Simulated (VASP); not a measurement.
# AlN (I-4m2) in VASP: further runs

The runs below take AlN through single point, with PBE, r2SCAN.

Everything below comes from runs of VASP 6.6.1. Logs are shortened: lines on timing, memory, paths and dates and some standing lists are left out, and cuts for length are marked.

## (1) The cell of the first run

The typed cell holds 2 atoms: a = 3.095 Å, b = 3.090 Å, c = 3.095 Å, α = 60.05°, β = 59.90°, γ = 60.05°.

## (2) Single point, PBE (uniaxial y strain +0.3%)

INCAR

```
SYSTEM = AlN
ALGO     = Normal         ! electronic algorithm
EDIFF    = 1E-6           ! SCF threshold, eV
ENCUT    = 520            ! plane-wave cutoff, eV
GGA      = PE             ! functional
ISIF     = 2              ! what is computed and relaxed
ISMEAR   = -1             ! smearing method
LASPH    = .TRUE.         ! aspherical terms in the spheres
LCHARG   = .FALSE.        ! write CHGCAR
LREAL    = .FALSE.        ! projectors in reciprocal space
LWAVE    = .FALSE.        ! write WAVECAR
NBANDS   = 11             ! bands
NELM     = 80             ! most SCF steps
PREC     = Accurate       ! precision mode
SIGMA    = 0.02           ! smearing width, eV
```

KPOINTS

```
k-points
0
G
  10 10 10
  0 0 0
```

POSCAR

```
AlN
1.0
    0.0000000000      2.1914311150      2.1848764855
    2.1848764855      0.0000000000      2.1848764855
    2.1848764855      2.1914311150      0.0000000000
Al N
1 1
Direct
    0.0000000000      0.0000000000      0.0000000000
    0.7500000000      0.7500000000      0.7500000000
```

Potentials or basis: VASP PAW PBE potentials, release 64 (Al, N).

Started as:

```bash
cat potpaw_PBE.64/Al/POTCAR potpaw_PBE.64/N/POTCAR > POTCAR
mpirun -np 1 vasp_std > vasp.out
```

OUTCAR:

```text
SYSTEM = AlN
   EDIFF = 1E-6
   ENCUT = 520
   GGA = PE
   ISIF = 2
   ISMEAR = -1
   LASPH = .TRUE.
   LREAL = .FALSE.
   NELM = 80
   PREC = Accurate

 ion  position               nearest neighbor table
   1  0.000  0.000  0.000-   2 1.89   2 1.89   2 1.89   2 1.89
   2  0.750  0.750  0.750-   1 1.89   1 1.89   1 1.89   1 1.89

  LATTYP: Found a body centered tetragonal cell.
 ALAT       =     3.0898819579
 C/A-ratio  =     1.4184562031

  Lattice vectors:

 A1 = (   0.0000000000,  -2.1914311150,   2.1848764855)
 A2 = (   0.0000000000,  -2.1914311150,  -2.1848764855)
 A3 = (   2.1848764855,   2.1914311150,   0.0000000000)

Analysis of symmetry for initial positions (statically):
=====================================================================
 Subroutine PRICEL returns:
 Original cell was already a primitive cell.

 Routine SETGRP: Setting up the symmetry group for a
 body centered tetragonal supercell.

 Subroutine GETGRP returns: Found  8 space group operations
 (whereof  8 operations were pure point group operations)
 out of a pool of 16 trial point group operations.

The static configuration has the point symmetry D_2d.

Analysis of symmetry for dynamics (positions and initial velocities):
=====================================================================
 Subroutine PRICEL returns:
 Original cell was already a primitive cell.

 Routine SETGRP: Setting up the symmetry group for a
 body centered tetragonal supercell.

 Subroutine GETGRP returns: Found  8 space group operations
 (whereof  8 operations were pure point group operations)
 out of a pool of 16 trial point group operations.

The dynamic configuration has the point symmetry D_2d.

 Subroutine INISYM returns: Found  8 space group operations
 (whereof  8 operations are pure point group operations),
 and found     1 'primitive' translations

----------------------------------------------------------------------------------------

                                     Primitive cell

  volume of cell :      20.9224

  direct lattice vectors                    reciprocal lattice vectors
     0.000000000  2.191431115  2.184876485    -0.228845888  0.228161404  0.228845888
     2.184876485  0.000000000  2.184876485     0.228845888 -0.228161404  0.228845888
     2.184876485  2.191431115  0.000000000     0.228845888  0.228161404 -0.228845888

  length of vectors
     3.094520252  3.089881958  3.094520252     0.395977913  0.395977913  0.395977913

  position of ions in fractional coordinates (direct lattice)
     0.000000000  0.000000000  0.000000000
     0.750000000  0.750000000  0.750000000

  ion indices of the primitive-cell ions
   primitive index   ion index
                 1           1
                 2           2

----------------------------------------------------------------------------------------

 KPOINTS: k-points

Automatic generation of k-mesh.
 Grid dimensions read from file:
 generate k-points for:   10   10   10

 Generating k-lattice:

  Cartesian coordinates                     Fractional coordinates (reciprocal lattice)
    -0.022884589  0.022816140  0.022884589     0.100000000  0.000000000  0.000000000
     0.022884589 -0.022816140  0.022884589    -0.000000000  0.100000000 -0.000000000
     0.022884589  0.022816140 -0.022884589     0.000000000  0.000000000  0.100000000

  Length of vectors
     0.039597791  0.039597791  0.039597791

  Shift w.r.t. Gamma in fractional coordinates (k-lattice)
     0.000000000  0.000000000  0.000000000

 Subroutine IBZKPT returns following result:
 ===========================================

 Found    102 irreducible k-points:

 Following reciprocal coordinates:
            Coordinates               Weight
  0.000000  0.000000  0.000000      1.000000
  0.100000  0.000000  0.000000      8.000000
  0.200000  0.000000  0.000000      8.000000
  0.300000  0.000000  0.000000      8.000000
  0.400000  0.000000  0.000000      8.000000
  0.500000  0.000000  0.000000      4.000000
[... 16 lines left out ...]
  0.300000  0.300000  0.000000      4.000000
  0.400000  0.300000  0.000000     16.000000
 [... further k-points ...]
   k-points           NKPTS =    102   k-points in BZ     NKDIM =    102   number of bands    NBANDS=     11
   number of dos      NEDOS =    301   number of ions     NIONS =      2
   total plane-waves  NPLWV =  13824
   dimension x,y,z NGX =    24 NGY =   24 NGZ =   24
   dimension x,y,z NGXF=    48 NGYF=   48 NGZF=   48
   ions per type =               1   1
   NGX,Y,Z   is equivalent  to a cutoff of  12.89, 12.91, 12.89 a.u.
   NGXF,Y,Z  is equivalent  to a cutoff of  25.79, 25.83, 25.79 a.u.
 SYSTEM =  AlN
   PREC   = accura    normal or accurate (medium, high low for compatibility)
   ISTART =      0    job   : 0-new  1-cont  2-samecut
   ICHARG =      2    charge: 1-file 2-atom 10-const
   ISPIN  =      1    spin polarized calculation?
   LNONCOLLINEAR =      F non collinear calculations
   LSORBIT =      F    spin-orbit coupling
   LASPH  =      T    aspherical Exc in radial PAW
   ENCUT  =  520.0 eV  38.22 Ry    6.18 a.u.   5.75  5.75  5.75*2*pi/ulx,y,z
   NELM   =     80;   NELMIN=  2; NELMDL= -5     # of ELM steps
   EDIFF  = 0.1E-05   stopping-criterion for ELM
   LREAL  =      F    real-space projection
   EDIFFG = 0.1E-04   stopping-criterion for IOM
   NSW    =      0    number of steps for IOM
   IBRION =     -1    ionic relax: 0-MD 1-quasi-New 2-CG
   NFREE  =      0    steps in history (QN), initial steepest desc. (CG)
   ISIF   =      2    stress and relaxation
   ISYM   =      2    0-nonsym 1-usesym 2-fastsym
   POTIM  = 0.5000    time-step for ionic-motion
   TEBEG  =    0.0;   TEEND  =   0.0 temperature during run
   PSTRESS=    0.0 pullay stress
   NELECT =       8.0000    total number of electrons
   NUPDOWN=      -1.0000    fix difference up-down
   EMIN   =  10.00;   EMAX   =-10.00  energy-range for DOS
   EFERMI =   0.00;   METHOD = LEGACY
   ISMEAR =    -1;   SIGMA  =   0.02  broadening in eV -4-tet -1-fermi 0-gaus
   EFERMI_NEDOS =   21; number of points for ismear=-14 and -15
   IALGO  =     38    algorithm
   IMIX   =      4    mixing-type and parameters
     AMIX     =   0.40;   BMIX     =  1.00
     AMIX_MAG =   1.60;   BMIX_MAG =  1.00
  volume/ion in A,a.u.               =      10.46        70.60
  Fermi-wavevector in a.u.,A,eV,Ry     =   1.188231  2.245431 19.209976  1.411893
  Thomas-Fermi vector in A             =   2.324365
   LORBIT       =      0    0 simple, 1 ext, 2 COOP (PROOUT), +10 PAW based schemes
   GGA     = PE    functional components
   LHFCALC =     F    Hartree Fock is set to
   AEXX    =    0.0000 exact exchange contribution
   IVDW    =     0    specifies the selected vdW correction
   LEPSILON=     F    determine dielectric tensor
   LRPA    =     F    only Hartree local field effects (RPA)
 non-spin polarized calculation
  energy-cutoff  :      520.00
  volume of cell :       20.92
 maximum number of plane-waves:       588
   NGX = 11   NGY = 11   NGZ = 11

 number of electron       8.0000000 magnetization

 Free energy of the ion-electron system (eV)
  ---------------------------------------------------
  ext. energy  EPLUGINS =         0.00000000
  ---------------------------------------------------
  free energy    TOTEN  =       -14.84272907 eV

  energy without entropy =      -14.84272907  energy(sigma->0) =      -14.84272907

 E-fermi :   6.3366     XC(G=0): -10.9153

 val. band max:        5.9346045415   @ k =   0.0000   0.0000   0.0000
 cond. band min:       9.2414189887   @ k =   0.5000   0.5000   0.0000
 fundamental gap:      3.3068144471
 Fermi energy:         6.3365791784

 k-point     1 :       0.0000    0.0000    0.0000
  band No.  band energies     occupation
      1      -9.0259      2.00000
      2       5.9220      2.00000
      3       5.9346      2.00000
      4       5.9346      2.00000
      5      10.0890      0.00000
      6      18.4480      0.00000
      7      18.4480      0.00000
      8      18.4514      0.00000
      9      23.5362      0.00000
     10      23.6339      0.00000
     11      24.9060      0.00000

 k-point     2 :       0.1000    0.0000    0.0000
  band No.  band energies     occupation
      1      -8.8804      2.00000
      2       5.1193      2.00000
      3       5.8738      2.00000
      4       5.8839      2.00000
      5      10.7507      0.00000
      6      18.0606      0.00000
      7      18.5810      0.00000
      8      18.5840      0.00000
      9      22.2948      0.00000
     10      22.3688      0.00000
     11      24.1933      0.00000

 k-point     3 :       0.2000    0.0000    0.0000
  band No.  band energies     occupation
      1      -8.4660      2.00000
      2       3.5187      2.00000
      3       5.7430      2.00000
      4       5.7576      2.00000
      5      11.8754      0.00000
      6      17.2608      0.00000
      7      18.5006      0.00000
      8      18.5316      0.00000
      9      21.7840      0.00000
     10      21.8138      0.00000
     11      23.3222      0.00000

 k-point     4 :       0.3000    0.0000    0.0000
  band No.  band energies     occupation
      1      -7.8643      2.00000
      2       1.8791      2.00000
      3       5.5931      2.00000
      4       5.6128      2.00000
      5      12.7183      0.00000
      6      16.5047      0.00000
      7      17.8374      0.00000
      8      17.8881      0.00000
      9      22.8467      0.00000
     10      22.8497      0.00000
     11      23.1302      0.00000

 k-point     5 :       0.4000    0.0000    0.0000
  band No.  band energies     occupation
      1      -7.2630      2.00000
      2       0.6007      2.00000
      3       5.4801      2.00000
      4       5.5036      2.00000
      5      13.1471      0.00000
      6      15.9686      0.00000
      7      17.2415      0.00000
      8      17.2957      0.00000
      9      23.5418      0.00000
     10      24.6630      0.00000
     11      24.6834      0.00000
[... 211 lines left out ...]
 k-point    21 :      -0.3000    0.2000    0.0000
  band No.  band energies     occupation
      1      -7.1102      2.00000
      2       1.3436      2.00000
      3       3.7489      2.00000
      4       5.4057      2.00000
      5      13.7978      0.00000
      6      14.9457      0.00000
      7      17.6860      0.00000
      8      18.2018      0.00000
      9      22.2873      0.00000
     10      24.5790      0.00000
     11      27.1983      0.00000

 k-point    22 :      -0.2000    0.2000    0.0000
  band No.  band energies     occupation
      1      -7.6675      2.00000
      2       2.1836      2.00000
      3       4.2502      2.00000
      4       5.6707      2.00000
      5      13.4588      0.00000
      6      15.8438      0.00000
      7      17.3067      0.00000
      8      18.3910      0.00000
      9      20.8712      0.00000
     10      24.3138      0.00000
     11      27.2747      0.00000

 k-point    23 :       0.3000    0.3000    0.0000
  band No.  band energies     occupation
      1      -7.4876      2.00000
      2       2.4261      2.00000
      3       4.6862      2.00000
      4       4.6900      2.00000
      5      11.2499      0.00000
      6      15.5911      0.00000
      7      17.7880      0.00000
      8      20.3400      0.00000
      9      20.4143      0.00000
     10      26.2548      0.00000
     11      29.6258      0.00000

 k-point    24 :       0.4000    0.3000    0.0000
  band No.  band energies     occupation
      1      -7.0274      2.00000
      2       1.7954      2.00000
      3       4.2296      2.00000
      4       4.5241      2.00000
      5      10.8364      0.00000
      6      15.4238      0.00000
      7      18.1486      0.00000
      8      20.4612      0.00000
      9      20.9763      0.00000
     10      27.1827      0.00000
     11      29.4230      0.00000

 [... further k-points ...]

------------------------ aborting loop because EDIFF is reached ----------------------------------------

  FORCE on cell =-STRESS in cart. coord.  units (eV):
  Direction    XX          YY          ZZ          XY          YZ          ZX
  --------------------------------------------------------------------------------------
  -------------------------------------------------------------------------------------
  Total        0.5003673      0.4483980      0.5003673      0.0000000      0.0000000      0.0000000
  in kB       38.3166819     34.3370208     38.3166819      0.0000000      0.0000000      0.0000000
  external PRESSURE =      36.9901282 kB  Pullay stress =       0.0000000 kB

 VOLUME and BASIS-vectors are now :
 -----------------------------------------------------------------------------
  energy-cutoff  :      520.00
  volume of cell :       20.92
      direct lattice vectors                 reciprocal lattice vectors
     0.000000000  2.191431115  2.184876485    -0.228845888  0.228161404  0.228845888
     2.184876485  0.000000000  2.184876485     0.228845888 -0.228161404  0.228845888
     2.184876485  2.191431115  0.000000000     0.228845888  0.228161404 -0.228845888

 POSITION                                       TOTAL-FORCE (eV/Angst)
 -----------------------------------------------------------------------------------
      0.00000      0.00000      0.00000         0.000000      0.000000     -0.000000
      3.27731      3.28715      3.27731        -0.000000     -0.000000      0.000000
 -----------------------------------------------------------------------------------
    total drift:                               -0.000000     -0.000000     -0.000000

  FREE ENERGIE OF THE ION-ELECTRON SYSTEM (eV)
  ---------------------------------------------------
  free  energy   TOTEN  =       -14.8427290699 eV

  energy  without entropy=      -14.8427290699  energy(sigma->0) =      -14.84272907
```

It took 5.7 s on 1 thread of Intel Xeon 6975P-C (Granite Rapids), shared host; peak memory 0.14 GiB.

Results:

* Free energy: -14.8427 eV
* Pressure: 3.7 GPa
* Band gap on the k mesh: 3.31 eV, indirect (least direct gap 4.15 eV)

Levels at points of the mesh, in eV from the valence-band top:
| k point | band 1 | band 2 | band 3 | band 4 | band 5 | band 6 | band 7 | band 8 |
| --- | --- | --- | --- | --- | --- | --- | --- | --- |
| (0.00, 0.00, 0.00) | -14.96 | -0.01 | 0.00 | 0.00 | 4.15 | 12.51 | 12.51 | 12.52 |
| (0.50, 0.00, 0.00) | -12.92 | -5.84 | -0.50 | -0.47 | 7.34 | 9.83 | 11.09 | 11.14 |
| (0.50, 0.50, 0.00) | -12.29 | -4.88 | -1.78 | -1.78 | 3.31 | 8.57 | 13.91 | 15.62 |
| (0.50, 0.00, 0.50) | -12.30 | -4.91 | -1.76 | -1.76 | 3.32 | 8.62 | 13.86 | 15.69 |

Caveat: the cell differs from its parent crystal (uniaxial y strain +0.3%). A k mesh can miss the band edges.

## (3) Single point, r2SCAN (uniaxial y strain +0.3%)

POSCAR is that of step 2.

INCAR.step1

```
ALGO     = Normal         # electronic algorithm
EDIFF    = 1E-4           # SCF threshold, eV
ENCUT    = 520            # plane-wave cutoff, eV
GGA      = PE             # functional
ISMEAR   = 0              # smearing method
LASPH    = T              # aspherical terms in the spheres
LCHARG   = F              # write CHGCAR
LREAL    = F              # projectors in reciprocal space
LWAVE    = T              # write WAVECAR
NBANDS   = 11             # bands
NELM     = 60             # most SCF steps
PREC     = Accurate       # precision mode
SIGMA    = 0.01           # smearing width, eV
```

INCAR.step2

```
ALGO     = Normal         # electronic algorithm
EDIFF    = 1E-6           # SCF threshold, eV
ENCUT    = 520            # plane-wave cutoff, eV
ISIF     = 2              # what is computed and relaxed
ISMEAR   = 0              # smearing method
ISTART   = 1            
LASPH    = T              # aspherical terms in the spheres
LCHARG   = F              # write CHGCAR
LMIXTAU  = T            
LREAL    = F              # projectors in reciprocal space
LWAVE    = F              # write WAVECAR
METAGGA  = R2SCAN         # meta-GGA
NBANDS   = 11             # bands
NELM     = 60             # most SCF steps
PREC     = Accurate       # precision mode
SIGMA    = 0.01           # smearing width, eV
```

KPOINTS

```
k-points
0
Gamma
  10 10 10
```

Potentials or basis: VASP PAW PBE potentials, release 64 (Al, N).

Started as:

```bash
cat potpaw_PBE.64/Al/POTCAR potpaw_PBE.64/N/POTCAR > POTCAR
cp INCAR.step1 INCAR
mpirun -np 1 vasp_std > vasp.out
cp INCAR.step2 INCAR
mpirun -np 1 vasp_std > vasp.out
```

Run time: 24 s. Hardware: 1 thread of Intel Xeon 6975P-C (Granite Rapids), shared host; peak memory 0.15 GiB.

The run converged. Its results:

| Quantity | Value |
| --- | --- |
| Free energy | -19.1795 eV |
| Pressure | -1.0 GPa |
| Band gap on the k mesh | 3.92 eV, indirect (least direct gap 4.85 eV) |

Stress tensor (GPa, compression positive):
```
-0.87  0.00  0.00
 0.00 -1.31  0.00
 0.00  0.00 -0.87
```

Levels at points of the mesh, in eV from the valence-band top:
```csv
k point,band 1,band 2,band 3,band 4,band 5,band 6,band 7,band 8
"(0.00, 0.00, 0.00)",-15.72,-0.01,0.00,0.00,4.85,13.47,13.47,13.48
"(0.50, 0.00, 0.00)",-13.72,-5.88,-0.50,-0.48,8.17,10.79,11.89,11.94
"(0.50, 0.50, 0.00)",-13.09,-4.93,-1.81,-1.81,3.92,9.43,15.16,16.84
"(0.50, 0.00, 0.50)",-13.10,-4.96,-1.79,-1.79,3.94,9.48,15.10,16.91
```

Caveat: the cell differs from its parent crystal (uniaxial y strain +0.3%); the PAW data sets were made with another functional, which shifts forces and pressure a little. A k mesh can miss the band edges.
